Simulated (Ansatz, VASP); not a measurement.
# One calculation of ZnS, two programs

INCAR

```
PREC     = Accurate       # precision mode
ENCUT    = 520            # plane-wave cutoff, eV
EDIFF    = 1E-7           # SCF threshold, eV
ISMEAR   = -1             # smearing method
SIGMA    = 0.05           # smearing width, eV
LREAL    = False          # projectors in reciprocal space
LASPH    = True           # aspherical terms in the spheres
NELM     = 60             # most SCF steps
ALGO     = Normal         # electronic algorithm
ISIF     = 2              # what is computed and relaxed
LWAVE    = False          # write WAVECAR
LCHARG   = True           # write CHGCAR
GGA      = VW             # functional
LELF     = True           # ELF
LVHAR    = True         
NBANDS   = 46             # bands
```

Contents of KPOINTS:

```
Automatic mesh
0
Gamma
  8 8 3
```

Contents of POSCAR:

```
ZnS
1.0
    3.7970435223      0.0000000000      0.0000000000
   -1.8985217611      3.2883361495      0.0000000000
    0.0000000000      0.0000000000     12.4359706225
Zn S
4 4
Direct
    0.6666666667      0.3333333333      0.7500000000
    0.3333333333      0.6666666667      0.2500000000
    0.0000000000      0.0000000000      0.5000000000
    0.0000000000      0.0000000000      0.0000000000
    0.6666666667      0.3333333333      0.9375000000
    0.3333333333      0.6666666667      0.4375000000
    0.0000000000      0.0000000000      0.6875000000
    0.0000000000      0.0000000000      0.1875000000
```

The input input.yaml:

```yaml
crystal:
  lattice:
    - [3.7970435223, 0.0, 0.0]
    - [-1.8985217611, 3.2883361495, 0.0]
    - [0.0, 0.0, 12.4359706225]
  atoms:
    - { symbol: Zn, position: [0.6666666667, 0.3333333333, 0.75] }
    - { symbol: Zn, position: [0.3333333333, 0.6666666667, 0.25] }
    - { symbol: Zn, position: [0.0, 0.0, 0.5] }
    - { symbol: Zn, position: [0.0, 0.0, 0.0] }
    - { symbol: S, position: [0.6666666667, 0.3333333333, 0.9375] }
    - { symbol: S, position: [0.3333333333, 0.6666666667, 0.4375] }
    - { symbol: S, position: [0.0, 0.0, 0.6875] }
    - { symbol: S, position: [0.0, 0.0, 0.1875] }
hamiltonian:
  xc: { exchange: slater, correlation: vwn5 }
  pseudopotentials: { kind: paw }
kpoints:
  mp_grid: { grid: [8, 8, 3] }
scf:
  occupations: { method: fermi_dirac, width: 0.05 }
output:
  forces: true
  stress: true
  eigenvalues: true
```

Alike in both runs: task single point; functional SVWN5; k mesh 8 × 8 × 3; occupations fermi-dirac, width 0.05 eV; no spin polarisation.

```csv
,VASP,Ansatz
version,VASP 6.6.1,Ansatz 0.2.0
potentials or method,"VASP PAW PBE potentials, release 64 (Zn, S)",Ansatz PAW
plane-wave cutoff (eV),520,420
valence electrons in the cell,72,72
```

Ansatz gave:

```
gap on the k mesh at the Fermi level (eV)                     : 1.97
least direct gap on the mesh (eV)                             : 1.97
pressure (GPa)                                                : -3.5
traceless stress, the component that is largest in VASP (GPa) : -0.08
rms of the force components (eV/Å)                            : 0.015
```

Q: Estimate VASP's values.

A: gap on the k mesh at the Fermi level (eV): 1.97; least direct gap on the mesh (eV): 1.97; pressure (GPa): -3.2; traceless stress, the component that is largest in VASP (GPa): -0.08; rms of the force components (eV/Å): 0.015.

VASP's potentials were made for PBE, not for SVWN5. Atom by atom the forces differ by 0.000 eV/Å (rms over components).

Noted on Ansatz's run: odd divisions of the mesh miss points on the zone boundary, where band edges often lie, so the gap on the mesh can be too wide.
